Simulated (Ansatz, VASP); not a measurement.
## Pb: VASP beside Ansatz

File INCAR:

```
PREC = Accurate ; ENCUT = 520
EDIFF = 1E-6 ; ISMEAR = 0
SIGMA = 0.15 ; LREAL = False
LASPH = True ; NELM = 100
ALGO = Fast ; ISIF = 2
LWAVE = False ; LCHARG = True
GGA = PS ; LELF = True
LVHAR = True ; NBANDS = 13
```

KPOINTS

```
Automatic mesh
0
Gamma
  16 16 16
```

Contents of POSCAR:

```
Pb
1.0
    0.0000000000      2.4080550000      2.4080550000
    2.4080550000      0.0000000000      2.4080550000
    2.4080550000      2.4080550000      0.0000000000
Pb
1
Direct
    0.0000000000      0.0000000000      0.0000000000
```

Input for Ansatz:

```yaml
crystal:
  lattice:
    - [0.0, 2.408055, 2.408055]
    - [2.408055, 0.0, 2.408055]
    - [2.408055, 2.408055, 0.0]
  atoms:
    - { symbol: Pb, position: [0.0, 0.0, 0.0] }
basis:
  ecutwfc: 420
kpoints:
  mp_grid: { grid: [16, 16, 16] }
hamiltonian:
  xc: pbesol
scf:
  occupations: { method: gaussian, width: 0.15 }
output:
  forces: true
  stress: true
  eigenvalues: true
```

Change from the starting cell: strain -0.025 along x and y, -0.025 along z, atoms carried along.

Alike in both runs: task single point; functional PBEsol; k mesh 16 × 16 × 16; occupations gaussian, width 0.15 eV; no spin polarisation.

|  | VASP | Ansatz |
| --- | --- | --- |
| version | VASP 6.6.1 | Ansatz 0.2.0 |
| potentials or method | VASP PAW PBE potentials, release 64 (Pb_d), cutoff 520 eV | scalar-relativistic, plane waves, PAW |
| valence electrons in the cell | 14 | 14 |

```csv
,VASP,Ansatz,Ansatz less VASP
gap on the k mesh at the Fermi level (eV),none,none,-
pressure (GPa),4.1,4.1,+0.02
```

VASP's potentials were made for PBE, not for PBEsol. A gap of «none» marks a metal or a gap that the smearing closes.

Neither program's run includes spin-orbit coupling.
